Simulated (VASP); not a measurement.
Input of a VASP 6.6.1 run:

Contents of INCAR:

```
PREC = Accurate ; ENCUT = 600
EDIFF = 1E-6 ; ISMEAR = -1
SIGMA = 0.15 ; LREAL = False
LASPH = True ; NELM = 120
ALGO = Normal ; ISIF = 2
LWAVE = False ; LCHARG = False
GGA = PS ; NBANDS = 15
GGA_COMPAT = False
```

KPOINTS

```
regular mesh
0
Gamma
  11 11 11
```

POSCAR

```
TiC
1.0
    0.0000000000      2.1001110525      2.1001110525
    2.1001110525      0.0000000000      2.1001110525
    2.1001110525      2.1001110525      0.0000000000
Ti C
1 1
Direct
    0.0000000000      0.0000000000      0.0000000000
    0.5000000000      0.5000000000      0.5000000000
```

Potentials or basis: VASP PAW PBE potentials, release 64 (Ti_sv, C).

Launch:

```sh
$ cat potpaw_PBE.64/Ti_sv/POTCAR potpaw_PBE.64/C/POTCAR > POTCAR
$ mpirun -np 1 vasp_std > vasp.out
```

Predict the band gap on the k mesh.

zero (band 8 reaches 11.11 eV, above the bottom of band 9 at 10.00 eV).

Predict the pressure.

20.2 GPa.

Caveat: the PAW data sets were made with another functional, which shifts forces and pressure a little.
